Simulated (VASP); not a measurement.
# B16P16H (a cell with a defect): single point with PBE

B16P16H (a cell with a defect):

```
B P H
1.0
    -4.54819    4.54819   -4.54819
    -4.54819   -4.54819    4.54819
     4.54819    4.54819    4.54819
B P H
16 16 1
Direct
  0.25345 0.25344 0.50000
  0.00000 0.50084 0.50000
  0.00001 0.25346 0.75346
  0.74655 0.74654 0.50000
  0.75000 0.50000 0.75000
  0.75000 0.25000 0.00000
  0.50087 0.00000 0.50000
  0.50000 0.75000 0.75000
  0.49916 0.49916 0.99916
  0.50000 0.25000 0.25000
  0.25344 0.00000 0.75344
  0.25000 0.75000 0.00000
  0.25000 0.50000 0.25000
  0.00000 0.00000 0.00084
  0.00000 0.74656 0.24656
  0.74655 0.00000 0.24654
  0.00000 0.00000 0.25476
  0.74978 0.25090 0.24978
  0.75480 0.00000 0.50000
  0.49889 0.49889 0.24910
  0.50111 0.25021 0.50000
  0.50111 0.00000 0.75021
  0.25090 0.74979 0.24979
  0.25022 0.50111 0.50000
  0.24523 0.24523 0.74523
  0.25022 0.00000 0.00110
  0.00000 0.75475 0.50000
  0.00000 0.50111 0.75022
  0.00000 0.25022 0.00111
  0.74979 0.74979 0.75090
  0.74911 0.49890 0.99890
  0.49889 0.74910 0.99889
  0.99995 0.00000 0.50000
```

```json
{
  "Program": "VASP 6.6.1",
  "Task": "single point",
  "Functional": "PBE",
  "Potentials or basis": "VASP PAW PBE potentials, release 64 (B, P, H)",
  "Cutoff": "520 eV",
  "k mesh": "2 × 2 × 2, shifted",
  "Occupations": "gaussian, width 0.02 eV",
  "Spin": "no spin polarisation",
  "Dipole correction": "no",
  "Charge": "-1",
  "Further INCAR settings": "LREAL = Auto; ALGO = Normal; EDIFF = 1e-07; NBANDS = 86; NELECT = 130.0"
}
```

- Largest force: 0.021 eV/Å

Forces on the atoms (eV/Å):
```
B    0.007  0.000  0.000
B    0.005  0.004 -0.004
B    0.000  0.000 -0.008
B   -0.008  0.000  0.000
B    0.000  0.000  0.000
B    0.000  0.000  0.000
B    0.005 -0.005  0.005
B    0.000  0.000  0.000
B   -0.004  0.004  0.004
B    0.000  0.000  0.000
B    0.000 -0.007  0.000
B    0.000  0.000  0.000
B    0.000  0.000  0.000
B   -0.004 -0.005 -0.004
B    0.000  0.000  0.007
B    0.000  0.008  0.000
P    0.012  0.012  0.012
P   -0.004 -0.006  0.004
P   -0.011  0.011 -0.011
P    0.006 -0.004 -0.004
P   -0.006  0.004 -0.004
P   -0.004  0.006 -0.004
P   -0.004  0.004 -0.007
P   -0.006 -0.004  0.004
P    0.012 -0.012 -0.012
P    0.004  0.006  0.004
P   -0.012 -0.012  0.012
P   -0.004 -0.004  0.006
P    0.004  0.004  0.006
P    0.006  0.004  0.004
P    0.004 -0.004 -0.007
P    0.004 -0.006 -0.004
H   -0.001  0.001 -0.001
```

Levels at points of the mesh, in eV from the Fermi level:
```csv
k point,band 62,band 63,band 64,band 65,band 66,band 67,band 68,band 69
"(0.25, 0.25, 0.25)",-1.41,-1.41,-1.41,-0.32,2.11,2.11,2.11,2.14
```

Run time: 2.5 min on 1 thread of AMD EPYC 9R45 96-Core Processor (Zen 5), with other jobs on the host, peak memory 0.49 GiB.

Caveat: the cell carries a net charge on a neutralising background, which shifts energy and pressure; the cell is charged against a uniform background, so pressure and absolute levels hang on convention.
